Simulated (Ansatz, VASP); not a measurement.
# One calculation of BH2F3, two programs

```xyz
18
Lattice="7.3545 0.0000 0.0000 0.0000 7.3545 0.0000 0.0000 0.0000 7.3545" Properties=species:S:1:pos:R:3 pbc="T T T"
H     6.5104    2.0637    3.3131
H     6.5612    1.6453    3.9232
H     4.4133    3.2799    6.2779
H     4.1348    3.1785    5.5979
H     3.9444    5.1511    2.5365
H     3.5872    5.0310    3.1755
B     0.2490    6.7860    0.2552
B     1.4219    3.7879    6.5081
B     4.2398   -0.1130    5.6687
F     1.3844    7.2011   -0.2545
F    -0.4047    5.7934   -0.3179
F    -0.2359    7.3373    1.3380
F     1.8976    4.3047    7.6215
F     0.8144    2.6231    6.5417
F     1.5530    4.4189    5.3673
F     5.1715    0.5927    6.2763
F     3.5661    0.4185    4.6785
F     4.0167   -1.3466    6.0552
```

Alike in both runs: functional r2SCAN; dispersion D3(BJ); k mesh 1 × 1 × 1; occupations fermi-dirac, width 0.02 eV; no spin polarisation.

Ansatz relaxed the structure, and its values are those at the end. VASP's run is a single point on that final structure, the one shown.

|  | VASP | Ansatz |
| --- | --- | --- |
| version | VASP 6.6.1 | Ansatz 0.2.0 |
| potentials or method | VASP PAW PBE potentials, release 64 (H, B, F), cutoff 520 eV | scalar-relativistic, plane waves, PAW |
| valence electrons in the cell | 78 | 78 |

VASP gave:

- gap on the k mesh at the Fermi level (eV): 9.67
- rms of the force components (eV/Å): 0.124

Task: What did Ansatz give for the same quantities?

Result: gap on the k mesh at the Fermi level (eV): 9.68; rms of the force components (eV/Å): 0.029.

VASP's potentials were made for PBE, not for r2SCAN. One of these differences is far larger than is usual between the two programs; its cause wasn't traced. Ansatz's warnings: dispersion damping borrowed, xc potential rough in thin density.
